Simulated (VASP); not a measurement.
Runs of VASP 6.6.1 on Nb. It takes space group Im-3m (No. 229, cubic). The conventional cell has a = 3.328 Å, b = 3.328 Å, c = 3.328 Å, α = 90.00°, β = 90.00°, γ = 90.00°. Within 3.8 Å of Nb (site symmetry m-3m) lie 14 Nb at 2.88 to 3.33 Å. 

| task | level | k mesh | cutoff (eV) | smearing | tolerance level | purpose | route | dipole correction | grid for exact exchange (PRECFOCK) | gap on the mesh (eV) | pressure (GPa) |
| --- | --- | --- | --- | --- | --- | --- | --- | --- | --- | --- | --- |
| band structure | r2SCAN | 13 × 13 × 13 | 340 | gaussian 0.07 eV | screening | bands | KPOINTS_OPT | - | - | - | -5.0 |
| single point | PBE-based screened hybrid with 25 % exact exchange | 6 × 6 × 6 | 400 | fermi-dirac 0.05 eV | - | - | - | no | Normal | none | -9.5 |
| single point | r2SCAN50 | 6 × 6 × 6 | 440 | fermi-dirac 0.05 eV | - | - | - | no | Normal | none | (b) |
| band structure | r2SCAN | 26 × 26 × 26 | 590 | gaussian 0.04 eV | screening | bands | KPOINTS_OPT | - | - | - | (a) |
| single point | HF | 6 × 6 × 6 | 400 | fermi-dirac 0.05 eV | - | - | - | no | Normal | none | -2.4 |

Alike in all rows: potentials or basis VASP PAW PBE potentials, release 64 (Nb_sv); no spin polarisation; cell as given.

Question: Estimate the missing entries.

Answer: (a) -4.0; (b) -13.9.

Caveats: some runs use coarse meshes; the PAW data sets were made with another functional, which shifts forces and pressure a little; the cell stands under tension (at least some runs); the cutoff is under 1.25 times the usual one of these potentials, so pressure, stress and relaxed cells hold a basis-set (Pulay) error (at least some runs).

A k mesh can miss the band edges, and the runs leave out spin-orbit coupling on Nb.

A gap of «none» marks levels without a gap at the run's occupations.
